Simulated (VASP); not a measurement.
Set up this calculation in VASP 6.6.1, as the native input.

```
Task                   : single point
Functional             : PBE
Dispersion             : D3(BJ)
Potentials or basis    : VASP PAW PBE potentials, release 64 (Sb)
Cutoff                 : 520 eV
k mesh                 : 18 × 18 × 18
Occupations            : gaussian, width 0.15 eV
Spin                   : no spin polarisation
Dipole correction      : no
Further INCAR settings : ALGO = Normal; EDIFF = 1e-07; NBANDS = 8
```

The structure of Sb lies in POSCAR:

```
Sb
1.0
    0.0000000000      2.3356738838      2.3712425216
    2.3712425216      0.0000000000      2.3712425216
    2.3712425216      2.3356738838      0.0000000000
Sb
1
Direct
    0.0000000000      0.0000000000      0.0000000000
```

This cell differs from its parent crystal: strain -0.0150 x Voigt [0, 1, 0, 0, 0, 0].

These files were run (other wordings do the same):

INCAR

```
PREC = Accurate ; ENCUT = 520
EDIFF = 1E-7 ; ISMEAR = 0
SIGMA = 0.15 ; LREAL = F
LASPH = T ; NELM = 100
ALGO = Normal ; ISIF = 2
LWAVE = F ; LCHARG = F
GGA = PE ; IVDW = 12
NBANDS = 8
```

KPOINTS

```
regular mesh
0
Gamma
  18 18 18
```

Potentials or basis: VASP PAW PBE potentials, release 64 (Sb).

Launch:

```console
$ cat potpaw_PBE.64/Sb/POTCAR > POTCAR
$ mpirun -np 1 vasp_std > vasp.out
```

It gave:

```json
{"Pressure": "-0.5 GPa", "Dispersion energy per atom": "-0.538 eV"}
```

Caveat: the cell differs from its parent crystal (strain -0.0150 x Voigt [0, 1, 0, 0, 0, 0]); pairwise dispersion overbinds metals, which lowers pressure and volume.

Wall time 41 s on 1 thread of Intel(R) Xeon(R) 6975P-C (Granite Rapids), on a shared host, peak memory 0.24 GiB.
